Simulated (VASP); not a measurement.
# SnSe2 in VASP: a series of runs, part 2 of 2

VASP 6.6.1. Earlier steps stand in the parts before.

**3. Relaxation of cell and atoms, PBE**

This run uses another cell than the first one, of 30.17 Å³/atom.

The input, INCAR:

```
SYSTEM = SnSe2
ALGO = Normal
EDIFF = 1E-6
EDIFFG = -0.005
ENCUT = 600
GGA = PE
IBRION = 2
ISIF = 3
ISMEAR = 0
LASPH = .True.
LCHARG = .False.
LREAL = .False.
LWAVE = .False.
NELM = 60
NSW = 100
PREC = Accurate
SIGMA = 0.02
```

The input, KPOINTS:

```
k-points
0
Gamma
  12 12 4
  0 0 0
```

The input, POSCAR:

```
SnSe2
1.0
    3.8716723119      0.0000000000      0.0000000000
   -1.9358361559      3.3529665772      0.0000000000
    0.0000000000      0.0000000000      6.9711010427
Sn Se
1 2
Direct
    0.0000000000      0.0000000000      0.0000000000
    0.6666666667      0.3333333333      0.7712614529
    0.3333333333      0.6666666667      0.2287385471
```

Potentials or basis: VASP PAW PBE potentials, release 64 (Sn_d, Se).

Command:

```
$ cat potpaw_PBE.64/Sn_d/POTCAR potpaw_PBE.64/Se/POTCAR > POTCAR
$ mpirun -np 1 vasp_std > vasp.out
```

OUTCAR:

```text
SYSTEM = SnSe2
   EDIFF = 1E-6
   EDIFFG = -0.005
   ENCUT = 600
   GGA = PE
   IBRION = 2
   ISIF = 3
   ISMEAR = 0
   LASPH = .True.
   LREAL = .False.
   NELM = 60
   NSW = 100
   PREC = Accurate

 ion  position               nearest neighbor table
   1  0.000  0.000  0.000-   2 2.75   3 2.75   3 2.75   2 2.75   2 2.75   3 2.75
   2  0.667  0.333  0.771-   1 2.75   1 2.75   1 2.75
   3  0.333  0.667  0.229-   1 2.75   1 2.75   1 2.75

  LATTYP: Found a hexagonal cell.
 ALAT       =     3.8716723119
 C/A-ratio  =     1.8005400460

  Lattice vectors:

 A1 = (   3.8716723119,   0.0000000000,   0.0000000000)
 A2 = (  -1.9358361559,   3.3529665772,   0.0000000000)
 A3 = (   0.0000000000,   0.0000000000,   6.9711010427)

Analysis of symmetry for initial positions (statically):
=====================================================================
 Subroutine PRICEL returns:
 Original cell was already a primitive cell.

 Routine SETGRP: Setting up the symmetry group for a
 hexagonal supercell.

 Subroutine GETGRP returns: Found 12 space group operations
 (whereof 12 operations were pure point group operations)
 out of a pool of 24 trial point group operations.

The static configuration has the point symmetry D_3d.

Analysis of symmetry for dynamics (positions and initial velocities):
=====================================================================
 Subroutine PRICEL returns:
 Original cell was already a primitive cell.

 Routine SETGRP: Setting up the symmetry group for a
 hexagonal supercell.

 Subroutine GETGRP returns: Found 12 space group operations
 (whereof 12 operations were pure point group operations)
 out of a pool of 24 trial point group operations.

The dynamic configuration has the point symmetry D_3d.

 Subroutine INISYM returns: Found 12 space group operations
 (whereof 12 operations are pure point group operations),
 and found     1 'primitive' translations
[... 125 lines left out ...]
   IVDW    =     0    specifies the selected vdW correction
   LEPSILON=     F    determine dielectric tensor
   LRPA    =     F    only Hartree local field effects (RPA)
 conjugate gradient relaxation of ions
 non-spin polarized calculation
 Gauss-broadening in eV      SIGMA  =   0.02
  energy-cutoff  :      600.00
  volume of cell :       90.50
 maximum number of plane-waves:      3064
 NGX is ok and might be reduce to    32
   NGX = 15   NGY = 15   NGZ = 27

--------------------------------------- Ionic step        1  -------------------------------------------

 number of electron      25.9999998 magnetization

 Free energy of the ion-electron system (eV)
  ---------------------------------------------------
  ext. energy  EPLUGINS =         0.00000000
  ---------------------------------------------------
  free energy    TOTEN  =       -11.87449151 eV

  energy without entropy =      -11.87449151  energy(sigma->0) =      -11.87449151

------------------------ aborting loop because EDIFF is reached ----------------------------------------

  FORCE on cell =-STRESS in cart. coord.  units (eV):
  Direction    XX          YY          ZZ          XY          YZ          ZX
  --------------------------------------------------------------------------------------
  -------------------------------------------------------------------------------------
  Total        0.0362620      0.0362620      0.0517951      0.0000000     -0.0000000      0.0000000
  in kB        0.6419968      0.6419968      0.9170023      0.0000000     -0.0000000      0.0000000
  external PRESSURE =       0.7336653 kB  Pullay stress =       0.0000000 kB
[... 61 lines left out ...]
--------------------------------------- Ionic step        3  -------------------------------------------

 number of electron      25.9999998 magnetization

 Free energy of the ion-electron system (eV)
  ---------------------------------------------------
  ext. energy  EPLUGINS =         0.00000000
  ---------------------------------------------------
  free energy    TOTEN  =       -11.87452061 eV

  energy without entropy =      -11.87452061  energy(sigma->0) =      -11.87452061

 E-fermi :   2.6380     XC(G=0):  -8.6024

 val. band max:        2.5534231201   @ k =   0.1667   0.0000   0.0000
 cond. band min:       3.2472354651   @ k =   0.5000  -0.0000   0.5000
 fundamental gap:      0.6938123451
 Fermi energy:         2.6379692862

 k-point     1 :       0.0000    0.0000    0.0000
  band No.  band energies     occupation
      1     -18.5608      2.00000
      2     -18.5608      2.00000
      3     -18.5286      2.00000
      4     -18.5195      2.00000
      5     -18.5195      2.00000
      6     -10.7925      2.00000
[... 457 lines left out ...]
      4     -18.5213      2.00000
      5     -18.5186      2.00000
      6     -10.5234      2.00000
[... 9 lines left out ...]
     16       7.5308      0.00000
     17       7.6726      0.00000

 [... further k-points ...]

------------------------ aborting loop because EDIFF is reached ----------------------------------------

  FORCE on cell =-STRESS in cart. coord.  units (eV):
  Direction    XX          YY          ZZ          XY          YZ          ZX
  --------------------------------------------------------------------------------------
  -------------------------------------------------------------------------------------
  Total        0.0088502      0.0088502      0.0089041      0.0000000     -0.0000000      0.0000000
  in kB        0.1565011      0.1565011      0.1574537      0.0000000     -0.0000000      0.0000000
  external PRESSURE =       0.1568186 kB  Pullay stress =       0.0000000 kB
[... 18 lines left out ...]
  FREE ENERGIE OF THE ION-ELECTRON SYSTEM (eV)
  ---------------------------------------------------
  free  energy   TOTEN  =       -11.8745206122 eV

  energy  without entropy=      -11.8745206122  energy(sigma->0) =      -11.87452061

 reached required accuracy - stopping structural energy minimisation
```

OSZICAR:

```text
N       E                     dE             d eps       ncg     rms          rms(c)
DAV:   1     0.203982349009E+03    0.20398E+03   -0.13277E+04  2359   0.182E+03
DAV:   2     0.110805066524E+02   -0.19290E+03   -0.18902E+03  2578   0.400E+02
[... 18 lines left out ...]
   2 F= -.11874506E+02 E0= -.11874506E+02  d E =-.144594E-04
       N       E                     dE             d eps       ncg     rms          rms(c)
DAV:   1    -0.118746338200E+02   -0.12771E-03   -0.28133E-03  3015   0.815E-01    0.590E-02
DAV:   2    -0.118745449802E+02    0.88840E-04   -0.16774E-04  2987   0.219E-01    0.271E-02
DAV:   3    -0.118745201979E+02    0.24782E-04   -0.78639E-05  2983   0.134E-01    0.538E-03
DAV:   4    -0.118745206122E+02   -0.41435E-06   -0.31342E-06  2059   0.189E-02
   3 F= -.11874521E+02 E0= -.11874521E+02  d E =-.291048E-04
```

Run time: 5.3 min. Hardware: 1 thread of Intel Xeon 8259CL, shared host; peak memory 0.33 GiB.

What came out:

```
Free energy                           : -11.8745 eV
Relaxed volume                        : 30.20 Å³/atom
Relaxed cell                          : a = 3.873 Å, b = 3.873 Å, c = 6.975 Å, α = 90.00°, β = 90.00°, γ = 120.00°
Space group after relaxing (to 0.1 Å) : P-3m1 (No. 164)
Energy gained by relaxing             : 0.0 meV/atom
Ionic steps                           : 3
Pressure after relaxing               : 0.0 GPa
Band gap on the k mesh                : 0.69 eV (least direct gap 1.08 eV)
```

Final structure:
```xyz
3
Lattice="3.8730 0.0000 0.0000 -1.9365 3.3541 0.0000 0.0000 0.0000 6.9746" Properties=species:S:1:pos:R:3 pbc="T T T"
Sn   -1.9365    3.3541    6.9746
Se    1.9365    1.1180    5.3788
Se    0.0000    2.2361    1.5957
```

Levels at points of the mesh, in eV from the valence-band top:
| k point | band 10 | band 11 | band 12 | band 13 | band 14 | band 15 | band 16 | band 17 |
| --- | --- | --- | --- | --- | --- | --- | --- | --- |
| (0.00, 0.00, 0.00) | -0.47 | -0.47 | -0.12 | -0.12 | 1.08 | 3.08 | 4.58 | 4.58 |
| (0.50, 0.00, 0.00) | -2.38 | -2.18 | -0.79 | -0.27 | 0.93 | 3.89 | 5.55 | 5.68 |
| (0.00, 0.00, 0.50) | -0.49 | -0.49 | -0.08 | -0.08 | 1.98 | 3.00 | 4.51 | 4.51 |
| (0.50, 0.00, 0.50) | -2.13 | -2.04 | -0.63 | -0.38 | 0.69 | 4.21 | 4.90 | 5.75 |

Caveat: spin-orbit coupling is left out, which moves the levels of the heavy elements; this functional lacks dispersion, which binds the layers, so the pressure and a relaxed spacing across them are unreliable. A k mesh can miss the band edges.

**4. Single point, PBE (uniaxial strain along a: -4.0 %)**

The input, INCAR:

```
SYSTEM = SnSe2
PREC = Accurate
ENCUT = 520
EDIFF = 1E-7
ISMEAR = 0
SIGMA = 0.02
LREAL = .False.
LASPH = .True.
NELM = 80
ALGO = Normal
ISIF = 2
LWAVE = .False.
LCHARG = .False.
GGA = PE
NBANDS = 20
```

The input, KPOINTS:

```
Automatic mesh
0
Gamma
  12 12 4
  0 0 0
```

The input, POSCAR:

```
SnSe2
1.0
    3.7168054206      0.0000000000      0.0000000000
   -1.8584027103      3.3864962441      0.0000000000
    0.0000000000      0.0000000000      7.0408120363
Sn Se
1 2
Direct
    0.0000000000      0.0000000000      0.0000000000
    0.6673630991      0.3347119215      0.7731561741
    0.3326369009      0.6652880785      0.2268438259
```

Potentials or basis: VASP PAW PBE potentials, release 64 (Sn_d, Se).

Command:

```
$ cat potpaw_PBE.64/Sn_d/POTCAR potpaw_PBE.64/Se/POTCAR > POTCAR
$ mpirun -np 1 vasp_std > vasp.out
```

OUTCAR:

```text
SYSTEM = SnSe2
   PREC = Accurate
   ENCUT = 520
   EDIFF = 1E-7
   ISMEAR = 0
   LREAL = .False.
   LASPH = .True.
   NELM = 80
   ISIF = 2
   GGA = PE

 ion  position               nearest neighbor table
   1  0.000  0.000  0.000-   2 2.70   3 2.70   2 2.70   3 2.70   2 2.76   3 2.76
   2  0.667  0.335  0.773-   1 2.70   1 2.70   1 2.76
   3  0.333  0.665  0.227-   1 2.70   1 2.70   1 2.76

  LATTYP: Found a base centered orthorhombic cell.
 ALAT       =     3.7168054206
 B/A-ratio  =     1.8222617871
 C/A-ratio  =     1.8943181683

  Lattice vectors:

 A1 = (   1.8584027103,  -3.3864962441,   0.0000000000)
 A2 = (   1.8584027103,   3.3864962441,   0.0000000000)
 A3 = (   0.0000000000,   0.0000000000,   7.0408120363)

Analysis of symmetry for initial positions (statically):
=====================================================================
 Subroutine PRICEL returns:
 Original cell was already a primitive cell.

 Routine SETGRP: Setting up the symmetry group for a
 base centered orthorhombic supercell.

 Subroutine GETGRP returns: Found  2 space group operations
 (whereof  2 operations were pure point group operations)
 out of a pool of  8 trial point group operations.

[... 163 lines left out ...]

 E-fermi :   3.0795     XC(G=0):  -8.6764

 val. band max:        2.9611446197   @ k =   0.0000  -0.1667   0.2500
 cond. band min:       3.3860956723   @ k =   0.5000   0.0000   0.5000
 fundamental gap:      0.4249510527
 Fermi energy:         3.0794574567

 k-point     1 :       0.0000    0.0000    0.0000
  band No.  band energies     occupation
      1     -18.3911      2.00000
      2     -18.3699      2.00000
      3     -18.3386      2.00000
      4     -18.3354      2.00000
      5     -18.3227      2.00000
      6     -10.7971      2.00000
[... 541 lines left out ...]
     19      11.6899      0.00000
     20      12.4261      0.00000

 [... further k-points ...]

------------------------ aborting loop because EDIFF is reached ----------------------------------------

  FORCE on cell =-STRESS in cart. coord.  units (eV):
  Direction    XX          YY          ZZ          XY          YZ          ZX
  --------------------------------------------------------------------------------------
  -------------------------------------------------------------------------------------
  Total        2.2737035      0.1796045      0.5544636     -0.0002014     -0.0919352      0.0003028
  in kB       41.1056237      3.2470174     10.0239862     -0.0036414     -1.6620703      0.0054740
  external PRESSURE =      18.1255425 kB  Pullay stress =       0.0000000 kB

 VOLUME and BASIS-vectors are now :
 -----------------------------------------------------------------------------
  energy-cutoff  :      520.00
  volume of cell :       88.62
      direct lattice vectors                 reciprocal lattice vectors
     3.716805421  0.000000000  0.000000000     0.269048252  0.147645225  0.000000000
    -1.858402710  3.386496244  0.000000000     0.000000000  0.295290450  0.000000000
     0.000000000  0.000000000  7.040812036     0.000000000  0.000000000  0.142029072

 POSITION                                       TOTAL-FORCE (eV/Angst)
 -----------------------------------------------------------------------------------
      0.00000      0.00000      0.00000         0.000000      0.000000      0.000000
      1.85843      1.13350      5.44365        -0.000083      0.029651     -0.170682
     -0.00003      2.25300      1.59716         0.000083     -0.029651      0.170682
 -----------------------------------------------------------------------------------
    total drift:                                0.000000      0.000000      0.000000

  FREE ENERGIE OF THE ION-ELECTRON SYSTEM (eV)
  ---------------------------------------------------
  free  energy   TOTEN  =       -11.8306675925 eV

  energy  without entropy=      -11.8306675925  energy(sigma->0) =      -11.83066759
```

It took 4.6 min on 1 thread of AMD EPYC 9R45 (Zen 5), shared host; peak memory 0.55 GiB.

Results:

```
Free energy            : -11.8307 eV
Pressure               : 1.8 GPa
Largest force          : 0.173 eV/Å
Band gap on the k mesh : 0.42 eV (least direct gap 1.04 eV)
```

Forces on the atoms (eV/Å):
```
Sn   0.000  0.000  0.000
Se   0.000  0.030 -0.171
Se   0.000 -0.030  0.171
```

Stress tensor (GPa, compression positive):
```
 4.11  0.00  0.00
 0.00  0.32 -0.17
 0.00 -0.17  1.00
```

Levels at points of the mesh, in eV from the valence-band top:
```
           k point  band 11  band 12  band 13  band 14  band 15  band 16
(0.00, 0.00, 0.00)    -0.48    -0.41    -0.11     1.09     2.92     4.40
(0.50, 0.00, 0.00)    -2.46    -1.05    -0.58     0.63     3.59     5.30
(0.50, 0.50, 0.00)    -2.46    -1.05    -0.58     0.63     3.59     5.30
(0.00, 0.50, 0.00)    -2.09    -1.10    -0.24     1.04     4.07     5.48
(0.00, 0.00, 0.50)    -0.50    -0.37    -0.08     1.98     2.85     4.32
(0.50, 0.00, 0.50)    -2.27    -0.90    -0.68     0.42     3.90     4.67
(0.50, 0.50, 0.50)    -2.27    -0.90    -0.68     0.43     3.90     4.67
(0.00, 0.50, 0.50)    -2.05    -0.91    -0.32     0.71     4.23     4.73
```

Caveat: the cell differs from its parent crystal (uniaxial strain along a: -4.0 %); spin-orbit coupling is left out, which moves the levels of the heavy elements; this functional lacks dispersion, which binds the layers, so the pressure and a relaxed spacing across them are unreliable. A k mesh can miss the band edges.

**5. Summary**

```csv
task,cell,cutoff (eV),gap on the mesh (eV),pressure (GPa),relaxed volume (Å³/atom)
relaxation of cell and atoms,"relaxed from a = 3.842, b = 3.842, c = 6.486 Å, angles 90.0, 90.0, 120.0°, 3 atoms, atomic positions A",600,0.69,0.0,30.03
relaxation of cell and atoms,"relaxed from a = 3.872, b = 3.872, c = 6.971 Å, angles 90.0, 90.0, 120.0°, 3 atoms, atomic positions B",600,0.69,0.0,30.20
single point,"a = 3.717, b = 3.863, c = 7.041 Å, angles 90.0, 90.0, 118.8°, 3 atoms, atomic positions C",520,0.42,1.8,-
```

Alike in all rows: level PBE; potentials or basis VASP PAW PBE potentials, release 64 (Sn_d, Se); no spin polarisation; k mesh 12 × 12 × 4; smearing gaussian 0.02 eV.

Caveats: spin-orbit coupling is left out, which moves the levels of the heavy elements; this functional lacks dispersion, which binds the layers, so the pressure and a relaxed spacing across them are unreliable.

Absolute energies hang on the potentials; compare differences alone.
